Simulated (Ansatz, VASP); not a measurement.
## Two plane-wave programs on CaC2

```xyz
3
Lattice="1.9130 1.1045 4.0846 -1.9130 1.1045 4.0846 0.0000 -2.2090 4.0846" Properties=species:S:1:pos:R:3 pbc="T T T"
Ca    0.0000    0.0000    0.0000
C     0.0000    0.0000    6.7753
C     0.0000    0.0000    5.4785
```

Alike in both runs: task single point; functional LDA; k mesh 9 × 9 × 9; occupations gaussian, width 0.05 eV; no spin polarisation.

```csv
,VASP,Ansatz
version,VASP 6.6.1,Ansatz 0.2.0
potentials or method,"VASP PAW LDA potentials, release 64 (Ca_sv, C), cutoff 520 eV","scalar-relativistic, plane waves, PAW"
valence electrons in the cell,18,18
```

|  | VASP | Ansatz | Ansatz less VASP |
| --- | --- | --- | --- |
| gap on the k mesh at the Fermi level (eV) | 2.53 | 2.55 | +0.012 |
| least direct gap on the mesh (eV) | 3.42 | 3.42 | +0.001 |
| pressure (GPa) | -8.5 | -8.8 | -0.32 |
| traceless stress, the component that is largest in VASP (GPa) | -10.71 | -10.92 | -0.212 |
| rms of the force components (eV/Å) | 1.495 | 1.528 | +0.0325 |

LDA's correlation is that of Perdew and Zunger in VASP and of Perdew and Wang (1992) in Ansatz. Atom by atom the forces differ by 0.032 eV/Å (rms over components).
